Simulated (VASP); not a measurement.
## BP: single point with LDA

The system is BP.

```
CELL_PARAMETERS angstrom
0.00000 2.26832 2.26832
2.26832 0.00000 2.26832
2.26832 2.26832 0.00000
ATOMIC_POSITIONS crystal
B 0.00000 0.00000 0.00000
P 0.25000 0.25000 0.25000
```

```
Program                : VASP 6.6.1
Task                   : single point
Functional             : LDA
Potentials or basis    : VASP PAW LDA potentials, release 64 (B, P)
Cutoff                 : 520 eV
k mesh                 : 10 × 10 × 10
Occupations            : gaussian, width 0.01 eV
Spin                   : no spin polarisation
Dipole correction      : no
Further INCAR settings : ALGO = Normal; EDIFF = 1e-06; NBANDS = 11
```

| Quantity | Value |
| --- | --- |
| Pressure | -5.2 GPa |
| Band gap on the k mesh | 1.19 eV, indirect (least direct gap 3.38 eV) |

Levels at points of the mesh, in eV from the valence-band top:
```
           k point  band 1  band 2  band 3  band 4  band 5  band 6  band 7  band 8
(0.00, 0.00, 0.00)  -15.40    0.00    0.00    0.00    3.38    3.38    3.38    7.38
(0.50, 0.00, 0.00)  -12.06   -9.02   -1.75   -1.75    3.79    4.68    4.68    9.92
(0.50, 0.50, 0.00)  -10.56   -8.49   -4.11   -4.11    1.30    1.55   12.01   12.01
```

It took 8.6 s on 1 thread of Intel Xeon 8259CL (shared host), peak memory 0.13 GiB.

A k mesh can miss the band edges.
